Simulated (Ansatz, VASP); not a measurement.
**One calculation of Cl, two programs**

Contents of INCAR:

```
ALGO = Normal ; EDIFF = 1E-6
ENCUT = 520 ; GGA = PS
ISIF = 2 ; ISMEAR = -1
LASPH = T ; LCHARG = T
LELF = T ; LREAL = F
LVHAR = T ; LWAVE = F
NBANDS = 10 ; NELM = 80
PREC = Accurate ; SIGMA = 0.08
```

The input KPOINTS:

```
k-points
0
Gamma
  15 15 15
```

Contents of POSCAR:

```
Cl
1.0
   -1.4860626177      1.4860626177      1.4860626177
    1.4860626177     -1.4860626177      1.4860626177
    1.4860626177      1.4860626177     -1.4860626177
Cl
1
Direct
    0.0000000000      0.0000000000      0.0000000000
```

Input for Ansatz:

```yaml
crystal:
  lattice:
    - [-1.4860626177, 1.4860626177, 1.4860626177]
    - [1.4860626177, -1.4860626177, 1.4860626177]
    - [1.4860626177, 1.4860626177, -1.4860626177]
  atoms:
    - { symbol: Cl, position: [0.0, 0.0, 0.0] }
kpoints:
  mp_grid: { grid: [15, 15, 15] }
  band_path:
    path:
      - [0.0, 0.0, 0.0]
      - [0.5, -0.5, 0.5]
      - [0.0, 0.0, 0.5]
      - [0.0, 0.0, 0.0]
      - [0.25, 0.25, 0.25]
      - [0.5, -0.5, 0.5]
      - [0.25, 0.25, 0.25]
      - [0.0, 0.0, 0.5]
    npoints: 8
scf:
  occupations: { method: fermi_dirac, width: 0.08 }
hamiltonian:
  xc: pbesol
  pseudopotentials: { kind: all_electron, lapw: { basis_error: 0.001 } }
output:
  forces: true
  stress: true
  eigenvalues: true
  populations: true
  dos: { projected: true, de: 0.2, e_range: [-14, 8] }
```

Change from the starting cell: volume scaled by 0.68, LAPW.

Alike in both runs: task single point; functional PBEsol; k mesh 15 × 15 × 15; occupations fermi-dirac, width 0.08 eV; no spin polarisation.

```csv
,VASP,Ansatz
version,VASP 6.6.1,Ansatz 0.2.0
potentials or method,"VASP PAW PBE potentials, release 64 (Cl), cutoff 520 eV","all-electron LAPW, scalar-relativistic"
```

|  | VASP | Ansatz | Ansatz less VASP |
| --- | --- | --- | --- |
| pressure (GPa) | 44.2 | 44.3 | +0.14 |

VASP's potentials were made for PBE, not for PBEsol. Both programs put the cell under a high pressure, so it lies far from rest at this level. Ansatz ran all-electron here, and VASP with PAW potentials.
